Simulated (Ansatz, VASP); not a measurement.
## K: VASP beside Ansatz

```
K
1.0
     4.15754    0.00000    0.00000
    -2.07877    3.60054    0.00000
     0.00000    0.00000   13.78160
K
4
Cartesian
  0.0000 0.0000 0.0000
  0.0000 0.0000 6.8908
  0.0000 2.4004 3.4454
  2.0788 1.2002 10.3362
```

Alike in both runs: task single point; functional PBE; k mesh 7 × 7 × 4; occupations fermi-dirac, width 0.05 eV; no spin polarisation.

|  | VASP | Ansatz |
| --- | --- | --- |
| version | VASP 6.6.1 | Ansatz 0.2.0 |
| potentials or method | VASP PAW PBE potentials, release 64 (K_sv), cutoff 520 eV | all-electron LAPW, scalar-relativistic |

|  | VASP | Ansatz | Ansatz less VASP |
| --- | --- | --- | --- |
| pressure (GPa) | 2.5 | 2.5 | +0.01 |

Ansatz ran all-electron here, and VASP with PAW potentials.
